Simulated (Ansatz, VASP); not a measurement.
Ru3C: VASP beside Ansatz

File INCAR:

```
  PREC = Accurate
  ENCUT = 520
  EDIFF = 1E-7
  ISMEAR = 0
  SIGMA = 0.1
  LREAL = False
  LASPH = True
  NELM = 100
  ALGO = Normal
  ISIF = 2
  LWAVE = False
  LCHARG = False
  GGA = PE
  NBANDS = 56
```

KPOINTS

```
Automatic mesh
0
Gamma
  6 6 4
```

POSCAR

```
Ru3C
1.0
    5.1378744417      0.0000000000      0.0000000000
   -2.5689372208      4.4495297879      0.0000000000
    0.0000000000      0.0000000000      4.1239369740
Ru C
6 2
Direct
    0.8330000000      0.6660000000      0.2500000000
    0.1670000000      0.8330000000      0.7500000000
    0.3340000000      0.1670000000      0.2500000000
    0.1670000000      0.3340000000      0.7500000000
    0.8330000000      0.1670000000      0.2500000000
    0.6660000000      0.8330000000      0.7500000000
    0.3333333333      0.6666666667      0.2500000000
    0.6666666667      0.3333333333      0.7500000000
```

Input for Ansatz:

```yaml
crystal:
  lattice:
    - [5.1378744417, 0.0, 0.0]
    - [-2.5689372208, 4.4495297879, 0.0]
    - [0.0, 0.0, 4.123936974]
  atoms:
    - { symbol: Ru, position: [0.833, 0.666, 0.25] }
    - { symbol: Ru, position: [0.167, 0.833, 0.75] }
    - { symbol: Ru, position: [0.334, 0.167, 0.25] }
    - { symbol: Ru, position: [0.167, 0.334, 0.75] }
    - { symbol: Ru, position: [0.833, 0.167, 0.25] }
    - { symbol: Ru, position: [0.666, 0.833, 0.75] }
    - { symbol: C, position: [0.3333333333, 0.6666666667, 0.25] }
    - { symbol: C, position: [0.6666666667, 0.3333333333, 0.75] }
basis:
  ecutwfc: 420
kpoints:
  mp_grid: { grid: [6, 6, 4] }
hamiltonian:
  xc: pbe
scf:
  occupations: { method: gaussian, width: 0.1 }
  lower_state_search: "off"
output:
  forces: true
  stress: true
  eigenvalues: true
```

Alike in both runs: task single point; functional PBE; k mesh 6 × 6 × 4; occupations gaussian, width 0.1 eV; no spin polarisation.

```csv
,VASP,Ansatz
version,VASP 6.6.1,Ansatz 0.2.0
potentials or method,"VASP PAW PBE potentials, release 64 (Ru_pv, C), cutoff 520 eV","scalar-relativistic, plane waves, PAW"
valence electrons in the cell,92,104
```

|  | VASP | Ansatz | Ansatz less VASP |
| --- | --- | --- | --- |
| gap on the k mesh at the Fermi level (eV) | none | none | - |
| pressure (GPa) | 14.1 | 14.0 | -0.18 |
| traceless stress, the component that is largest in VASP (GPa) | -10.61 | -10.67 | -0.061 |
| rms of the force components (eV/Å) | 0.925 | 0.922 | -0.0023 |

Atom by atom the forces differ by 0.002 eV/Å (rms over components). A gap of «none» marks a metal or a gap that the smearing closes. With one functional, cell and mesh, what is left measures potentials, basis and numerics. VASP's potentials hold 92 valence electrons a cell and Ansatz's 104, so a difference there can come from the potentials and not from the codes.

The k mesh is coarse, so the values compare programs but aren't converged.
